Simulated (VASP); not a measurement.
Wanted: the native input for a VASP 6.6.1 run.

* Task: single point
* Functional: PBE
* Potentials or basis: VASP PAW PBE potentials, release 64 (Be, Mg, S, Zn)
* Cutoff: 520 eV
* k mesh: 2 × 2 × 2, shifted
* Occupations: gaussian, width 0.1 eV
* Spin: no spin polarisation
* Dipole correction: no
* Further INCAR settings: LREAL = Auto; ALGO = Normal; EDIFF = 1e-06; NBANDS = 81; ISYM = 0

The structure of Mg4Be5Zn3S12 lies in POSCAR:

```
Mg4Be5Zn3S12
1.0
    5.5666222472      3.2135293401      0.0338914038
    0.0179822545      6.4593102658      6.1315321342
    5.6416818330     -3.2801385926      6.2021576272
Be Mg S Zn
5 4 12 3
Direct
    0.1666816002      0.5068184189      0.4865958421
    0.1612001448      0.8456544522      0.1821091765
    0.6735431422      0.6744344936      0.3290027557
    0.6564966862     -0.0053791172      1.0179455736
    0.0879906587      0.2514474318      0.2473251590
    0.6809529346      0.3260208095      0.6491316299
    0.0733229364      0.5923062493      0.9245089145
    0.5676359826      0.4193586905      0.1012353682
    0.5830927077      0.7566614978      0.7509782230
    0.9874013370      0.3422373314      0.0418216911
    1.0041193971      0.6702094107      0.6660579543
    0.9856509754      0.0365745728      0.3439499469
    0.4911765956      0.5135104521      0.8525877942
    0.4949794581      0.8450492460      0.5039498721
    0.4585811028      0.1758015624      0.1819902171
    0.9217348221      0.4511235611      0.4058487264
    0.8838754592      0.7921309901      0.1260900929
    0.8819148108      0.0788065446      0.7949523850
    0.3816283770      0.6291815875      0.2874741481
    0.3968120952      0.9317425056      0.9693588632
    0.3614311598      0.2822629375      0.5924457732
    0.1604767134      0.1608802591      0.8446284149
    0.0870157716      0.9122121786      0.5776323130
    0.5783574001      0.0861535664      0.4075852619
```

The input as run:

INCAR

```
PREC = Accurate
ENCUT = 520
EDIFF = 1E-6
ISMEAR = 0
SIGMA = 0.1
LREAL = Auto
LASPH = True
NELM = 60
ALGO = Normal
ISIF = 2
LWAVE = False
LCHARG = False
GGA = PE
NBANDS = 81
ISYM = 0
```

KPOINTS

```
Automatic mesh
0
Gamma
  2 2 2
  0.5 0.5 0.5
```

Potentials or basis: VASP PAW PBE potentials, release 64 (Be, Mg, S, Zn).

Run with:

```sh
$ cat potpaw_PBE.64/Be/POTCAR potpaw_PBE.64/Mg/POTCAR potpaw_PBE.64/S/POTCAR potpaw_PBE.64/Zn/POTCAR > POTCAR
$ mpirun -np 1 vasp_std > vasp.out
```

It gave:

```
Pressure               : 0.0 GPa
Largest force          : 0.034 eV/Å
Band gap on the k mesh : 3.75 eV
```

Caveat: the k points lie up to 0.55 Å⁻¹ apart; a shifted mesh leaves out Γ, where band edges can lie.

It took 4.3 min on 1 thread of Intel(R) Xeon(R) Platinum 8488C (Sapphire Rapids), with other jobs on the host, peak memory 0.56 GiB.
